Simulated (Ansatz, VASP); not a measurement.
# AlCu in VASP and in Ansatz

File INCAR:

```
PREC = Accurate
ENCUT = 520
EDIFF = 1E-6
ISMEAR = 0
SIGMA = 0.15
LREAL = F
LASPH = T
NELM = 100
ALGO = Fast
ISIF = 2
LWAVE = F
LCHARG = F
GGA = PS
NBANDS = 14
```

Contents of KPOINTS:

```
regular mesh
0
Gamma
  16 16 16
```

The input POSCAR:

```
AlCu
1.0
    2.9975090000      0.0000000000      0.0000000000
    0.0000000000      2.9975090000      0.0000000000
    0.0000000000      0.0000000000      2.9975090000
Al Cu
1 1
Direct
    0.0000000000      0.0000000000      0.0000000000
    0.5000000000      0.5000000000      0.5000000000
```

Input for Ansatz:

```yaml
crystal:
  lattice:
    - [2.997509, 0.0, 0.0]
    - [0.0, 2.997509, 0.0]
    - [0.0, 0.0, 2.997509]
  atoms:
    - { symbol: Al, position: [0.0, 0.0, 0.0] }
    - { symbol: Cu, position: [0.5, 0.5, 0.5] }
basis:
  ecutwfc: 420
kpoints:
  mp_grid: { grid: [16, 16, 16] }
hamiltonian:
  xc: pbesol
scf:
  occupations: { method: gaussian, width: 0.15 }
output:
  forces: true
  stress: true
  eigenvalues: true
```

Alike in both runs: task single point; functional PBEsol; k mesh 16 × 16 × 16; occupations gaussian, width 0.15 eV; no spin polarisation.

|  | VASP | Ansatz |
| --- | --- | --- |
| version | VASP 6.6.1 | Ansatz 0.2.0 |
| potentials or method | VASP PAW PBE potentials, release 64 (Al, Cu), cutoff 520 eV | scalar-relativistic, plane waves, PAW |
| valence electrons in the cell | 14 | 22 |

VASP gave:

| Item | Value |
| --- | --- |
| gap on the k mesh at the Fermi level (eV) | none |
| pressure (GPa) | -4.5 |

**Question.** What did Ansatz give for the same quantities?

**Answer.** gap on the k mesh at the Fermi level (eV): none; pressure (GPa): -4.8.

VASP's potentials were made for PBE, not for PBEsol. A gap of «none» marks a metal or a gap that the smearing closes. With one functional, cell and mesh, what is left measures potentials, basis and numerics. VASP's potentials hold 14 valence electrons a cell and Ansatz's 22, so a difference there can come from the potentials and not from the codes.
